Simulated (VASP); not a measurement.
# Pd (Fm-3m) in VASP: a series of runs, part 2 of 2

VASP 6.6.1. The steps go on from the part before.

## (3) Single point, PBE, non-collinear spin, zero start, spin-orbit coupling

INCAR

```
PREC = Accurate ; ENCUT = 520
EDIFF = 1E-7 ; ISMEAR = 0
SIGMA = 0.1 ; LREAL = F
LASPH = T ; NELM = 150
ALGO = Fast ; ISIF = 2
LWAVE = F ; LCHARG = F
MAGMOM = 0 0 0 ; LORBIT = 11
LSORBIT = T ; GGA_COMPAT = F
LORBMOM = T ; LMAXMIX = 4
GGA = PE ; NBANDS = 21
```

KPOINTS

```
Automatic mesh
0
Gamma
  18 18 18
```

POSCAR

```
Pd
1.0
    0.0000000000      1.9711878716      1.9711878716
    1.9711878716      0.0000000000      1.9711878716
    1.9711878716      1.9711878716      0.0000000000
Pd
1
Direct
    0.0000000000      0.0000000000      0.0000000000
```

Potentials or basis: VASP PAW PBE potentials, release 64 (Pd).

Launch:

```sh
> cat potpaw_PBE.64/Pd/POTCAR > POTCAR
> mpirun -np 1 vasp_ncl > vasp.out
```

OUTCAR:

```text
PREC = Accurate
   ENCUT = 520
   EDIFF = 1E-7
   ISMEAR = 0
   LREAL = F
   LASPH = T
   NELM = 150
   ISIF = 2
   LORBIT = 11
   LSORBIT = T
   GGA = PE

 ion  position               nearest neighbor table
   1  0.000  0.000  0.000-

  LATTYP: Found a face centered cubic cell.
 ALAT       =     3.9423757432

  Lattice vectors:

 A1 = (   0.0000000000,   1.9711878716,   1.9711878716)
 A2 = (   1.9711878716,   0.0000000000,   1.9711878716)
 A3 = (   1.9711878716,   1.9711878716,   0.0000000000)

Analysis of symmetry for initial positions (statically):
=====================================================================
 Subroutine PRICEL returns:
 Original cell was already a primitive cell.

 Routine SETGRP: Setting up the symmetry group for a
 face centered cubic supercell.

 Subroutine GETGRP returns: Found 48 space group operations
 (whereof 48 operations were pure point group operations)
 out of a pool of 48 trial point group operations.

The static configuration has the point symmetry O_h .

Analysis of symmetry for dynamics (positions and initial velocities):
=====================================================================
 Subroutine PRICEL returns:
 Original cell was already a primitive cell.

 Routine SETGRP: Setting up the symmetry group for a
 face centered cubic supercell.

 Subroutine GETGRP returns: Found 48 space group operations
 (whereof 48 operations were pure point group operations)
 out of a pool of 48 trial point group operations.

The dynamic configuration has the point symmetry O_h .

Analysis of structural, dynamic, and magnetic symmetry:
=====================================================================
 Subroutine PRICEL returns:
 Original cell was already a primitive cell.

 Routine SETGRP: Setting up the symmetry group for a
 face centered cubic supercell.

 Subroutine GETGRP returns: Found 48 space group operations
 (whereof 48 operations were pure point group operations)
 out of a pool of 48 trial point group operations.

The overall configuration has the point symmetry O_h .

 Subroutine INISYM returns: Found 48 space group operations
 (whereof 48 operations are pure point group operations),
 and found     1 'primitive' translations

----------------------------------------------------------------------------------------

                                     Primitive cell

  volume of cell :      15.3184

  direct lattice vectors                    reciprocal lattice vectors
     0.000000000  1.971187872  1.971187872    -0.253654158  0.253654158  0.253654158
     1.971187872  0.000000000  1.971187872     0.253654158 -0.253654158  0.253654158
     1.971187872  1.971187872  0.000000000     0.253654158  0.253654158 -0.253654158

  length of vectors
     2.787680622  2.787680622  2.787680622     0.439341889  0.439341889  0.439341889

  position of ions in fractional coordinates (direct lattice)
     0.000000000  0.000000000  0.000000000

  ion indices of the primitive-cell ions
   primitive index   ion index
                 1           1
[... 96 lines left out ...]
   LORBIT       =     11    0 simple, 1 ext, 2 COOP (PROOUT), +10 PAW based schemes
   GGA     = PE    functional components
   LHFCALC =     F    Hartree Fock is set to
   AEXX    =    0.0000 exact exchange contribution
   IVDW    =     0    specifies the selected vdW correction
   LEPSILON=     F    determine dielectric tensor
   LRPA    =     F    only Hartree local field effects (RPA)
 RMM-DIIS sequential band-by-band and
 Gauss-broadening in eV      SIGMA  =   0.10
  energy-cutoff  :      520.00
  volume of cell :       15.32
 maximum number of plane-waves:       848
 NGX is ok and might be reduce to    24
   NGX = 11   NGY = 11   NGZ = 11

 number of electron      10.0000000 magnetization       0.0000000      0.0000000      0.0000000

 number of electron      10.0000000 magnetization       0.0000000     -0.0000000     -0.0000000

 number of electron      10.0000000 magnetization       0.0000000     -0.0000000      0.0000000

 Free energy of the ion-electron system (eV)
  ---------------------------------------------------
  ext. energy  EPLUGINS =         0.00000000
  ---------------------------------------------------
  free energy    TOTEN  =        -5.26927074 eV

  energy without entropy =       -5.25754409  energy(sigma->0) =       -5.26340742

 E-fermi :   9.1640     XC(G=0): -12.9512

 val. band max:        9.1585347128   @ k =   0.4444   0.0000   0.0000
 cond. band min:       9.1650582227   @ k =  -0.4444   0.3889   0.1111
 fundamental gap:      0.0065235099
 Fermi energy:         9.1640239555

 k-point     1 :       0.0000    0.0000    0.0000
  band No.  band energies     occupation
      1       2.3070      1.00000
      2       2.3070      1.00000
      3       6.3551      1.00000
      4       6.3551      1.00000
      5       6.3551      1.00000
      6       6.3551      1.00000
[... 565 lines left out ...]
     20      33.4024      0.00000
     21      33.7032      0.00000

 [... further k-points ...]

------------------------ aborting loop because EDIFF is reached ----------------------------------------

  FORCE on cell =-STRESS in cart. coord.  units (eV):
  Direction    XX          YY          ZZ          XY          YZ          ZX
  --------------------------------------------------------------------------------------
  -------------------------------------------------------------------------------------
  Total       -0.0179039     -0.0179039     -0.0179039     -0.0000000      0.0000000     -0.0000000
  in kB       -1.8725931     -1.8725931     -1.8725931     -0.0000000      0.0000000     -0.0000000
  external PRESSURE =      -1.8725931 kB  Pullay stress =       0.0000000 kB

 VOLUME and BASIS-vectors are now :
 -----------------------------------------------------------------------------
  energy-cutoff  :      520.00
  volume of cell :       15.32
      direct lattice vectors                 reciprocal lattice vectors
     0.000000000  1.971187872  1.971187872    -0.253654158  0.253654158  0.253654158
     1.971187872  0.000000000  1.971187872     0.253654158 -0.253654158  0.253654158
     1.971187872  1.971187872  0.000000000     0.253654158  0.253654158 -0.253654158

 POSITION                                       TOTAL-FORCE (eV/Angst)
 -----------------------------------------------------------------------------------
      0.00000      0.00000      0.00000         0.000000      0.000000      0.000000
 -----------------------------------------------------------------------------------
    total drift:                               -0.000000      0.000000      0.000000

  FREE ENERGIE OF THE ION-ELECTRON SYSTEM (eV)
  ---------------------------------------------------
  free  energy   TOTEN  =        -5.2692707362 eV

  energy  without entropy=       -5.2575440946  energy(sigma->0) =       -5.26340742

 orbital moment (x)

 # of ion     p       d       tot
 ----------------------------------------
  1        -0.000  -0.000  -0.000
 ----------------------------------------
           -0.000  -0.000  -0.000

 orbital moment (y)

 # of ion     p       d       tot
 ----------------------------------------
  1         0.000   0.000   0.000
 ----------------------------------------
            0.000   0.000   0.000

 orbital moment (z)

 # of ion     p       d       tot
 ----------------------------------------
  1        -0.000   0.000   0.000
 ----------------------------------------
           -0.000   0.000   0.000

 Spin-Orbit-Coupling matrix elements

 Ion:    1  E_soc:     -0.0862896
 l=   1
     0.0000000    -0.0023715    -0.0023715
    -0.0023715     0.0000000    -0.0023715
    -0.0023715    -0.0023715     0.0000000
 l=   2
     0.0000000    -0.0024225     0.0000000    -0.0024225    -0.0095876
    -0.0024225     0.0000000    -0.0071907    -0.0024225    -0.0023969
     0.0000000    -0.0071907     0.0000000    -0.0071907     0.0000000
    -0.0024225    -0.0024225    -0.0071907     0.0000000    -0.0023969
    -0.0095876    -0.0023969     0.0000000    -0.0023969     0.0000000
 l=   3
     0.0000000     0.0000000     0.0000000     0.0000000     0.0000000     0.0000000     0.0000000
     0.0000000     0.0000000     0.0000000     0.0000000     0.0000000     0.0000000     0.0000000
     0.0000000     0.0000000     0.0000000     0.0000000     0.0000000     0.0000000     0.0000000
     0.0000000     0.0000000     0.0000000     0.0000000     0.0000000     0.0000000     0.0000000
     0.0000000     0.0000000     0.0000000     0.0000000     0.0000000     0.0000000     0.0000000
     0.0000000     0.0000000     0.0000000     0.0000000     0.0000000     0.0000000     0.0000000
     0.0000000     0.0000000     0.0000000     0.0000000     0.0000000     0.0000000     0.0000000

 total charge

# of ion       s       p       d       tot
------------------------------------------
    1        0.472   0.440   8.452   9.364

 magnetization (x)

# of ion       s       p       d       tot
------------------------------------------
    1        0.000  -0.000  -0.000   0.000

 magnetization (y)

# of ion       s       p       d       tot
------------------------------------------
    1        0.000   0.000  -0.000   0.000

 magnetization (z)

# of ion       s       p       d       tot
------------------------------------------
    1        0.000   0.000  -0.000   0.000
```

OSZICAR:

```text
N       E                     dE             d eps       ncg     rms          rms(c)
DAV:   1     0.577946660717E+02    0.57795E+02   -0.48443E+03  8190   0.914E+02
DAV:   2    -0.416827197458E+01   -0.61963E+02   -0.57490E+02  9250   0.226E+02
DAV:   3    -0.553054909472E+01   -0.13623E+01   -0.13459E+01  9553   0.352E+01
DAV:   4    -0.554025184372E+01   -0.97027E-02   -0.97010E-02  9786   0.302E+00
DAV:   5    -0.554040855993E+01   -0.15672E-03   -0.15672E-03 10394   0.391E-01    0.709E+00
RMM:   6    -0.528153838396E+01    0.25887E+00   -0.40247E-01  8411   0.611E+00    0.348E+00
RMM:   7    -0.527263440453E+01    0.89040E-02   -0.71249E-03  9369   0.101E+00    0.189E+00
RMM:   8    -0.526925882035E+01    0.33756E-02   -0.87560E-04  9379   0.286E-01    0.361E-01
RMM:   9    -0.526926785827E+01   -0.90379E-05   -0.86652E-05 10463   0.783E-02    0.356E-02
RMM:  10    -0.526926878649E+01   -0.92822E-06   -0.18454E-05 10650   0.313E-02    0.167E-02
RMM:  11    -0.526927069144E+01   -0.19050E-05   -0.31427E-06 10408   0.139E-02    0.329E-03
RMM:  12    -0.526927073621E+01   -0.44768E-07   -0.85678E-07 10733   0.645E-03
   1 F= -.52692707E+01 E0= -.52634074E+01  d E =-.117266E-01  mag=     0.0000    -0.0000    -0.0000
```

stdout:

```text
POSCAR found type information on POSCAR Pd
 POSCAR found :  1 types and       1 ions
 scaLAPACK will be used
 LDA part: xc-table for (Slater+PW92), standard interpolation
 POSCAR, INCAR and KPOINTS ok, starting setup
 FFT: planning ... GRIDC
 FFT: planning ... GRID_SOFT
 FFT: planning ... GRID
 WAVECAR not read
 entering main loop
WARNING in EDDRMM: call to ZHEGV failed, returncode =   8  4     21
```

Run time: 4.9 min. Hardware: 1 thread of AMD EPYC 7R43 (Zen 3), shared host; peak memory 0.22 GiB.

What came out:

* Free energy: -5.2693 eV
* Pressure: -0.2 GPa
* Net moment: 0.00 μB per cell
* Valence electrons inside the program's atomic spheres: Pd 9.36

Moments on the atoms (μB; x, y, z):
```
Pd  0.00 0.00 0.00
```
